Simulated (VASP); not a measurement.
Si, 4 atoms in the cell. The structure is hexagonal, space group P6_3/mmc (No. 194). The conventional cell has a = 3.766 Å, b = 3.766 Å, c = 6.225 Å, α = 90.00°, β = 90.00°, γ = 120.00°. Within 3.1 Å of Si (site symmetry 3m) lie 4 Si at 2.31 to 2.33 Å. 

* Program: VASP 6.6.1
* Task: single point
* Functional: PBEsol
* Potentials or basis: VASP PAW PBE potentials, release 64 (Si)
* Cutoff: 520 eV
* k mesh: 7 × 7 × 4
* Occupations: fermi-dirac, width 0.1 eV
* Spin: no spin polarisation
* Dipole correction: no
* Further INCAR settings: ALGO = Normal; EDIFF = 1e-07; NBANDS = 16

Potentials or basis: VASP PAW PBE potentials, release 64 (Si).

Run with:

```sh
$ cat potpaw_PBE.64/Si/POTCAR > POTCAR
$ mpirun -np 1 vasp_std > vasp.out
```

Hardware: 1 thread of Intel(R) Xeon(R) Platinum 8259CL CPU @ 2.50GHz (Skylake/Cascade Lake), with other jobs on the host.

Question: How long does it take, and how much memory?

Answer: It took 32 s on 1 thread of Intel(R) Xeon(R) Platinum 8259CL CPU @ 2.50GHz (Skylake/Cascade Lake), on a shared host, peak memory 0.18 GiB. Counts: scf iterations 13, k points 24.
